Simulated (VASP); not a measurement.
# Si3N4 in VASP: further runs, part 2 of 2

VASP 6.6.1. The steps go on from the part before.

## (3) Electric field gradients, PBE (atom 8 (N) moved by 0.05 Å)

File INCAR:

```
SYSTEM = Si3N4
PREC = Accurate
ENCUT = 520
EDIFF = 1E-8
ISMEAR = -1
SIGMA = 0.02
LREAL = .False.
LASPH = .True.
NELM = 100
ALGO = Normal
ISIF = 2
LWAVE = .False.
LCHARG = .False.
GGA = PE
LEFG = .True.
NBANDS = 45
```

File KPOINTS:

```
Automatic mesh
0
Gamma
  4 4 10
  0 0 0
```

File POSCAR:

```
Si3N4
1.0
    7.5950000000      0.0000000000      0.0000000000
   -3.7975000000      6.5774629417      0.0000000000
    0.0000000000      0.0000000000      2.9023000000
Si N
6 8
Direct
    0.7673199105      0.1735618873      0.3256358181
    0.5937580233      0.7673199105      0.8256358181
    0.8264381127      0.5937580233      0.3256358181
    0.2326800895      0.8264381127      0.8256358181
    0.4062419767      0.2326800895      0.3256358181
    0.1735618873      0.4062419767      0.8256358181
    0.0293608823      0.3297475823      0.3256531517
    0.6930134235      0.0228234072      0.8245161224
    0.6702524177      0.6996133000      0.3256531517
    0.9706391177      0.6702524177      0.8256531517
    0.3003867000      0.9706391177      0.3256531517
    0.3297475823      0.3003867000      0.8256531517
    0.3333333333      0.6666666667     -0.1744669093
    0.6666666667      0.3333333333      0.3255330907
```

Potentials or basis: VASP PAW PBE potentials, release 64 (Si, N).

Command:

```sh
> cat potpaw_PBE.64/Si/POTCAR potpaw_PBE.64/N/POTCAR > POTCAR
> mpirun -np 1 vasp_std > vasp.out
```

OUTCAR:

```text
SYSTEM = Si3N4
   PREC = Accurate
   ENCUT = 520
   EDIFF = 1E-8
   ISMEAR = -1
   LREAL = .False.
   LASPH = .True.
   NELM = 100
   ISIF = 2
   GGA = PE

 ion  position               nearest neighbor table
   1  0.767  0.174  0.326-  14 1.73   7 1.73   8 1.75   8 1.76   3 2.99   5 2.99   6 3.05   6 3.05
                             2 3.05   2 3.05
   2  0.594  0.767  0.826-   8 1.69  13 1.73   9 1.73   9 1.73   6 2.99   4 2.99   3 3.05   3 3.05
                             1 3.05   1 3.05
   3  0.826  0.594  0.326-  14 1.73  10 1.73  10 1.73   9 1.73   1 2.99   5 2.99   2 3.05   2 3.05
                             4 3.05   4 3.05
   4  0.233  0.826  0.826-  13 1.73  11 1.73  11 1.73  10 1.73   6 2.99   2 2.99   3 3.05   3 3.05
                             5 3.05   5 3.05
   5  0.406  0.233  0.326-  14 1.73  12 1.73  12 1.73  11 1.73   3 2.99   1 2.99   6 3.05   6 3.05
                             4 3.05   4 3.05
   6  0.174  0.406  0.826-  13 1.73   7 1.73   7 1.73  12 1.73   4 2.99   2 2.99   5 3.05   5 3.05
                             1 3.05   1 3.05
   7  0.029  0.330  0.326-   6 1.73   6 1.73   1 1.73
   8  0.693  0.023  0.825-   2 1.69   1 1.75   1 1.76
   9  0.670  0.700  0.326-   2 1.73   2 1.73   3 1.73
  10  0.971  0.670  0.826-   3 1.73   3 1.73   4 1.73
  11  0.300  0.971  0.326-   4 1.73   4 1.73   5 1.73
  12  0.330  0.300  0.826-   5 1.73   5 1.73   6 1.73
  13  0.333  0.667  0.826-   4 1.73   6 1.73   2 1.73
  14  0.667  0.333  0.326-   1 1.73   3 1.73   5 1.73

  LATTYP: Found a hexagonal cell.
 ALAT       =     7.5950000000
 C/A-ratio  =     0.3821329822

  Lattice vectors:

 A1 = (   7.5950000000,   0.0000000000,   0.0000000000)
 A2 = (  -3.7975000000,   6.5774629417,   0.0000000000)
 A3 = (   0.0000000000,   0.0000000000,   2.9023000000)

Analysis of symmetry for initial positions (statically):
=====================================================================
 Subroutine PRICEL returns:
 Original cell was already a primitive cell.

 Routine SETGRP: Setting up the symmetry group for a
 hexagonal supercell.

[... 1363 lines left out ...]
 -----------------------------------------------------------------------------------
    total drift:                                0.000046      0.000134     -0.000621

  FREE ENERGIE OF THE ION-ELECTRON SYSTEM (eV)
  ---------------------------------------------------
  free  energy   TOTEN  =      -114.4320538749 eV

  energy  without entropy=     -114.4320538749  energy(sigma->0) =     -114.43205387

 Electric field gradients (V/A^2)
---------------------------------------------------------------------
 ion       V_xx      V_yy      V_zz      V_xy      V_xz      V_yz
---------------------------------------------------------------------
   1      -4.024     0.290     3.734     6.876    -0.039     0.878
   2       0.266    -0.909     0.643    -2.892    -0.031     0.159
   3       8.761    -5.030    -3.731    -1.895     0.005    -0.008
   4       0.275     3.680    -3.956     7.962     0.011     0.008
   5      -3.582     7.347    -3.765    -5.143    -0.004     0.012
   6       9.823    -7.160    -2.663    -2.118     0.000    -0.001
   7       1.581   -26.708    25.127    31.435     0.010     0.040
   8     -46.243    19.108    27.135    -1.517     0.056     0.186
   9       6.680   -31.604    24.924   -27.090     0.033    -0.086
  10       1.703   -27.049    25.347    30.245     0.007     0.007
  11     -46.605    21.248    25.357    -2.442    -0.020     0.007
  12       6.676   -32.014    25.339   -27.655    -0.009     0.000
  13      22.354    22.467   -44.821    -0.883     0.024     0.033
  14      22.906    22.227   -45.134    -0.682    -0.036     0.054
---------------------------------------------------------------------

 Electric field gradients after diagonalization (V/A^2)
 (convention: |V_zz| > |V_xx| > |V_yy|)
----------------------------------------------------------------------
 ion       V_xx      V_yy      V_zz     asymmetry (V_yy - V_xx)/ V_zz
----------------------------------------------------------------------
   1       5.594     3.503    -9.097       0.230
   2       2.638     0.638    -3.276       0.611
   3      -5.286    -3.731     9.017       0.172
   4      -6.164    -3.956    10.119       0.218
   5      -5.622    -3.765     9.387       0.198
   6      -7.420    -2.663    10.083       0.472
   7      25.128    21.907   -47.034       0.068
   8      27.139    19.139   -46.278       0.173
   9      24.925    20.708   -45.633       0.092
  10      25.347    20.814   -46.161       0.098
  11      25.357    21.336   -46.692       0.086
  12      25.339    21.080   -46.419       0.092
  13      23.296    21.525   -44.822       0.040
  14      23.329    21.805   -45.134       0.034
----------------------------------------------------------------------

           NMR quadrupolar parameters

 Cq : quadrupolar parameter    Cq=e*Q*V_zz/h
 eta: asymmetry parameters     (V_yy - V_xx)/ V_zz
 Q  : nuclear electric quadrupole moment in mb (millibarn)
----------------------------------------------------------------------
 ion       Cq(MHz)       eta       Q (mb)
----------------------------------------------------------------------
   1      -0.022       0.230       1.000
   2      -0.008       0.611       1.000
   3       0.022       0.172       1.000
   4       0.024       0.218       1.000
   5       0.023       0.198       1.000
   6       0.024       0.472       1.000
   7      -0.114       0.068       1.000
   8      -0.112       0.173       1.000
   9      -0.110       0.092       1.000
  10      -0.112       0.098       1.000
  11      -0.113       0.086       1.000
  12      -0.112       0.092       1.000
  13      -0.108       0.040       1.000
  14      -0.109       0.034       1.000
----------------------------------------------------------------------
```

stdout:

```text
POSCAR found type information on POSCAR SiN
 POSCAR found :  2 types and      14 ions
 scaLAPACK will be used
 LDA part: xc-table for (Slater+PW92), standard interpolation
 POSCAR, INCAR and KPOINTS ok, starting setup
 FFT: planning ... GRIDC
 FFT: planning ... GRID_SOFT
 FFT: planning ... GRID
 WAVECAR not read
 entering main loop
ion   1
     0.0000353    -0.3766588    -0.0892201    -0.1857708     0.0029463     0.0292183
     0.0000487    -0.3766588    -0.0892201    -0.1857708     0.0029463     0.0292183
     0.0000670    -0.3766588    -0.0892201    -0.1857708     0.0029463     0.0292183
     0.0000923    -0.3766588    -0.0892201    -0.1857708     0.0029463     0.0292183

     0.0000353    -5.8415481    -0.8249753    -2.6266036     0.0343520     1.7640711
     0.0000487    -5.8415418    -0.8249745    -2.6266008     0.0343519     1.7640691
     0.0000670    -5.8415313    -0.8249731    -2.6265962     0.0343519     1.7640658
     0.0000923    -5.8415140    -0.8249708    -2.6265884     0.0343518     1.7640602
[... 106 lines left out ...]
     0.0000281     1.5423121    -0.0075625   -18.4568093     0.0191628    26.7702659
     0.0000381     1.5423119    -0.0075625   -18.4568073     0.0191628    26.7702628
     0.0000517     1.5423115    -0.0075625   -18.4568038     0.0191628    26.7702576
     0.0000701     1.5423110    -0.0075625   -18.4567982     0.0191628    26.7702491

ion  12
     0.0000281     8.4758986    -0.0004089    -7.5099971     0.004
```

Run time: 7.4 min. Hardware: 1 thread of Intel Xeon Platinum 8488C (Sapphire Rapids), shared host; peak memory 0.49 GiB.

What came out:

```
Free energy                             : -114.4321 eV
Pressure                                : 6.2 GPa
Largest force                           : 1.823 eV/Å
Band gap on the k mesh                  : 4.35 eV (least direct gap 4.53 eV)
Largest electric field gradient by atom : Si -9.1, -3.3, +9.0, +10.1, +9.4 (each value once); N -47.0, -46.3, -45.6, -46.2, -46.7, -46.4, -44.8, -45.1 V/Å²
```

Forces on the atoms (eV/Å):
```
Si  -0.121 -0.652 -0.061
Si   0.066 -0.743 -0.005
Si  -0.055  0.107  0.000
Si   0.054  0.018  0.001
Si  -0.039 -0.067  0.001
Si   0.081  0.116  0.002
N   -0.119 -0.191 -0.006
N    0.114  1.818  0.079
N    0.089 -0.090 -0.007
N   -0.004 -0.029 -0.002
N   -0.060  0.023 -0.003
N   -0.014 -0.013 -0.002
N   -0.091 -0.218  0.003
N    0.100 -0.080  0.000
```

Electric field gradients, principal values (V/Å²):
```tsv
atom	least	middle	greatest (by size)
1 Si	3.503	5.594	-9.097
2 Si	0.638	2.638	-3.276
3 Si	-3.731	-5.286	9.017
4 Si	-3.956	-6.164	10.119
5 Si	-3.765	-5.622	9.387
6 Si	-2.663	-7.420	10.083
7 N	21.907	25.128	-47.034
8 N	19.139	27.139	-46.278
9 N	20.708	24.925	-45.633
10 N	20.814	25.347	-46.161
11 N	21.336	25.357	-46.692
12 N	21.080	25.339	-46.419
13 N	21.525	23.296	-44.822
14 N	21.805	23.329	-45.134
```

Caveat: the cell differs from its parent crystal (atom 8 (N) moved by 0.05 Å); the cell stands under pressure; without QUAD_EFG the Cq values of the log hold for a quadrupole moment of 1 mb, not for the nuclei; forces of over 1 eV/Å act on the atoms, so gaps and moduli don't describe the material at rest. A k mesh can miss the band edges.

## (4) Electric field gradients, PBE+D3(BJ)

File INCAR:

```
ALGO     = Normal         # electronic algorithm
EDIFF    = 1E-8           # SCF threshold, eV
ENCUT    = 520            # plane-wave cutoff, eV
GGA      = PE             # functional
ISIF     = 2              # what is computed and relaxed
ISMEAR   = -1             # smearing method
ISYM     = 0            
IVDW     = 12             # dispersion correction
LASPH    = True           # aspherical terms in the spheres
LCHARG   = False          # write CHGCAR
LEFG     = True         
LREAL    = False          # projectors in reciprocal space
LWAVE    = False          # write WAVECAR
NBANDS   = 45             # bands
NELM     = 100            # most SCF steps
PREC     = Accurate       # precision mode
SIGMA    = 0.02           # smearing width, eV
```

File KPOINTS:

```
Automatic mesh
0
Gamma
  4 4 10
  0.5 0.5 0.5
```

File POSCAR:

```
Si3N4
1.0
    7.5950000000      0.0000000000      0.0000000000
   -3.7975000000      6.5774629417      0.0000000000
    0.0000000000      0.0000000000      2.9023000000
Si N
6 8
Direct
    0.7687000000      0.1744000000      0.2500000000
    0.5943000000      0.7687000000      0.7500000000
    0.8256000000      0.5943000000      0.2500000000
    0.2313000000      0.8256000000      0.7500000000
    0.4057000000      0.2313000000      0.2500000000
    0.1744000000      0.4057000000      0.7500000000
    0.0297000000      0.3295000000      0.2650000000
    0.7002000000      0.0297000000      0.7650000000
    0.6705000000      0.7002000000      0.2650000000
    0.9703000000      0.6705000000      0.7650000000
    0.2998000000      0.9703000000      0.2650000000
    0.3295000000      0.2998000000      0.7650000000
    0.3333333333      0.6666666667      0.2344000000
    0.6666666667      0.3333333333      0.7344000000
```

Potentials or basis: VASP PAW PBE potentials, release 64 (Si, N).

Command:

```sh
> cat potpaw_PBE.64/Si/POTCAR potpaw_PBE.64/N/POTCAR > POTCAR
> mpirun -np 1 vasp_std > vasp.out
```

OUTCAR:

```text
EDIFF = 1E-8
   ENCUT = 520
   GGA = PE
   ISIF = 2
   ISMEAR = -1
   ISYM = 0
   IVDW = 12
   LASPH = True
   LREAL = False
   NELM = 100
   PREC = Accurate
 IVDW          = 12

 ion  position               nearest neighbor table
   1  0.769  0.174  0.250-   8 1.70   7 1.73   8 1.77  14 2.23  14 2.29   3 3.00   5 3.00   2 3.05
                             2 3.05   6 3.05   6 3.05
   2  0.594  0.769  0.750-   9 1.70   8 1.73   9 1.77  13 2.23  13 2.29   6 3.00   4 3.00   1 3.05
                             1 3.05   3 3.05   3 3.05
   3  0.826  0.594  0.250-  10 1.70   9 1.73  10 1.77  14 2.23  14 2.29   1 3.00   5 3.00   4 3.05
                             4 3.05   2 3.05   2 3.05
   4  0.231  0.826  0.750-  11 1.70  10 1.73  11 1.77  13 2.23  13 2.29   6 3.00   2 3.00   5 3.05
                             5 3.05   3 3.05   3 3.05
   5  0.406  0.231  0.250-  12 1.70  11 1.73  12 1.77  14 2.23  14 2.29   3 3.00   1 3.00   4 3.05
                             4 3.05   6 3.05   6 3.05
   6  0.174  0.406  0.750-   7 1.70  12 1.73   7 1.77  13 2.23  13 2.29   4 3.00   2 3.00   1 3.05
[... 1395 lines left out ...]
   6     -43.080   -16.856    59.936       0.438
   7      30.115    14.494   -44.608       0.350
   8      30.113    14.494   -44.608       0.350
   9      30.114    14.495   -44.609       0.350
  10      30.115    14.494   -44.608       0.350
  11      30.113    14.494   -44.608       0.350
  12      30.114    14.495   -44.609       0.350
  13     -24.633   -24.632    49.265       0.000
  14     -24.633   -24.632    49.265       0.000
----------------------------------------------------------------------

           NMR quadrupolar parameters

 Cq : quadrupolar parameter    Cq=e*Q*V_zz/h
 eta: asymmetry parameters     (V_yy - V_xx)/ V_zz
 Q  : nuclear electric quadrupole moment in mb (millibarn)
----------------------------------------------------------------------
 ion       Cq(MHz)       eta       Q (mb)
----------------------------------------------------------------------
   1       0.145       0.438       1.000
   2       0.145       0.438       1.000
   3       0.145       0.438       1.000
   4       0.145       0.438       1.000
   5       0.145       0.438       1.000
   6       0.145       0.438       1.000
   7      -0.108       0.350       1.000
   8      -0.108       0.350       1.000
   9      -0.108       0.350       1.000
  10      -0.108       0.350       1.000
  11      -0.108       0.350       1.000
  12      -0.108       0.350       1.000
  13       0.119       0.000       1.000
  14       0.119       0.000       1.000
----------------------------------------------------------------------
```

stdout:

```text
POSCAR found type information on POSCAR SiN
 POSCAR found :  2 types and      14 ions
 scaLAPACK will be used
 LDA part: xc-table for (Slater+PW92), standard interpolation
 POSCAR, INCAR and KPOINTS ok, starting setup
 FFT: planning ... GRIDC
 FFT: planning ... GRID_SOFT
 FFT: planning ... GRID
 WAVECAR not read
 entering main loop
ion   1
     0.0000353     4.1807414     1.4927029     2.9046762     0.0476743    -1.6400066
     0.0000487     4.1807414     1.4927029     2.9046762     0.0476743    -1.6400066
     0.0000670     4.1807414     1.4927029     2.9046762     0.0476743    -1.6400066
     0.0000923     4.1807414     1.4927029     2.9046762     0.0476743    -1.6400066

     0.0000353    38.7324904    14.1890523    22.4131176     0.3537196   -16.0840538
     0.0000487    38.7324511    14.1890378    22.4130956     0.3537193   -16.0840374
     0.0000670    38.7323856    14.1890137    22.4130588     0.3537187   -16.0840100
     0.0000923    38.7322772    14.1889738    22.4129979     0.3537178   -16.0839646
[... 106 lines left out ...]
     0.0000281    -9.8251899     0.4835384   -22.7077927    -1.3765571    20.9127336
     0.0000381    -9.8251890     0.4835383   -22.7077902    -1.3765570    20.9127311
     0.0000517    -9.8251874     0.4835382   -22.7077860    -1.3765567    20.9127269
     0.0000701    -9.8251848     0.4835379   -22.7077791    -1.3765563    20.9127200

ion  12
     0.0000281     8.9413154    -0.5524935    -9.4057865    -0.289
```

Wall time 60 min (1 thread of Oxide Virtual Turin-like, shared host); peak memory 0.99 GiB.

What came out:

```yaml
Free_energy: -108.0605 eV
Pressure: -6.5 GPa
Largest_force: 2.470 eV/Å
Band_gap_on_the_k_mesh: 1.63 eV (least direct gap 1.97 eV)
Largest_electric_field_gradient_by_atom: Si +59.9; N -44.6, +49.3 (each value once) V/Å²
Dispersion_energy_per_atom: -0.257 eV
```

Forces in eV/Å, atoms in the order of the input:
```
Si  -1.281  1.349  1.452
Si  -1.809 -0.434  1.452
Si  -0.528 -1.784  1.452
Si   1.281 -1.349  1.452
Si   1.809  0.434  1.452
Si   0.528  1.784  1.452
N   -1.609 -1.549 -1.055
N    0.537 -2.168 -1.055
N    2.147 -0.619 -1.055
N    1.609  1.549 -1.055
N   -0.537  2.168 -1.055
N   -2.147  0.619 -1.055
N    0.000  0.000 -1.192
N    0.000  0.000 -1.192
```

Electric field gradients, principal values (V/Å²):
```
atom    least   middle  greatest (by size)
1 Si  -16.856  -43.080              59.936
2 Si  -16.856  -43.080              59.936
3 Si  -16.856  -43.080              59.936
4 Si  -16.856  -43.080              59.936
5 Si  -16.856  -43.080              59.936
6 Si  -16.856  -43.080              59.936
 7 N   14.494   30.115             -44.608
 8 N   14.494   30.113             -44.608
 9 N   14.495   30.114             -44.609
10 N   14.494   30.115             -44.608
11 N   14.494   30.113             -44.608
12 N   14.495   30.114             -44.609
13 N  -24.632  -24.633              49.265
14 N  -24.632  -24.633              49.265
```

Caveat: the stress differs along the axes, from -34 to 7 GPa; without QUAD_EFG the Cq values of the log hold for a quadrupole moment of 1 mb, not for the nuclei; a shifted mesh leaves out Γ, where band edges can lie; forces of over 1 eV/Å act on the atoms, so gaps and moduli don't describe the material at rest. A k mesh can miss the band edges.

## (5) The runs side by side

```csv
level,cell,k mesh,gap on the mesh (eV),pressure (GPa),largest force (eV/Å)
PBE,"as given, atomic positions A",4 × 4 × 10,4.28,6.3,2.90
PBE,"as given, atomic positions B",4 × 4 × 10,4.35,6.2,1.82
PBE+D3(BJ),"as given, atomic positions C","4 × 4 × 10, shifted",1.63,-6.5,2.47
```

Alike in all rows: task electric field gradients; potentials or basis VASP PAW PBE potentials, release 64 (Si, N); no spin polarisation; cutoff (eV) 520; smearing fermi-dirac 0.02 eV.

Caveats: forces of over 1 eV/Å act on the atoms, so gaps and moduli don't describe the material at rest; the cell stands under pressure (at least some runs); the stress differs along the axes, from -34 to 7 GPa (at least some runs); a shifted mesh leaves out Γ, where band edges can lie (at least some runs).

Total energies depend on the potentials used, so only differences within one code and one set of settings carry meaning.
